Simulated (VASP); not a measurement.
Here is a VASP 6.6.1 calculation.

INCAR

```
SYSTEM = Ti
PREC = Accurate
ENCUT = 520
EDIFF = 1E-6
ISMEAR = 0
SIGMA = 0.15
LREAL = .FALSE.
LASPH = .TRUE.
NELM = 60
ALGO = Fast
ISIF = 2
LWAVE = .FALSE.
LCHARG = .FALSE.
GGA = PS
NBANDS = 19
```

File KPOINTS:

```
Automatic mesh
0
G
  14 14 14
  0 0 0
```

POSCAR

```
Ti
1.0
    0.0000000000     -3.2099008398      0.0000000000
   -3.2099008398      0.0000000000      0.0000000000
    0.0000000000      0.0000000000     -3.2099008398
Ti
2
Direct
    0.5343935858      0.5573226430      0.5000000000
   -0.0343935858     -0.0573226430      0.0000000000
```

Potentials or basis: VASP PAW PBE potentials, release 64 (Ti_sv).

Run with:

```sh
$ cat potpaw_PBE.64/Ti_sv/POTCAR > POTCAR
$ mpirun -np 1 vasp_std > vasp.out
```

Question: Predict the band gap on the k mesh.

Answer: Zero (bands 12 and 13 overlap by 1.26 eV).

Question: Estimate the largest force.

Answer: 2.302 eV/Å.

Question: What does it give for the pressure?

Answer: 3.1 GPa.

Stress tensor (GPa, compression positive):
```
-0.72  2.71  0.00
 2.71  3.21  0.00
 0.00  0.00  6.93
```

Caveat: the cell differs from its parent crystal (atoms displaced along several vibrational modes); the stress differs along the axes, from -1 to 7 GPa; the PAW data sets were made with another functional, which shifts forces and pressure a little.
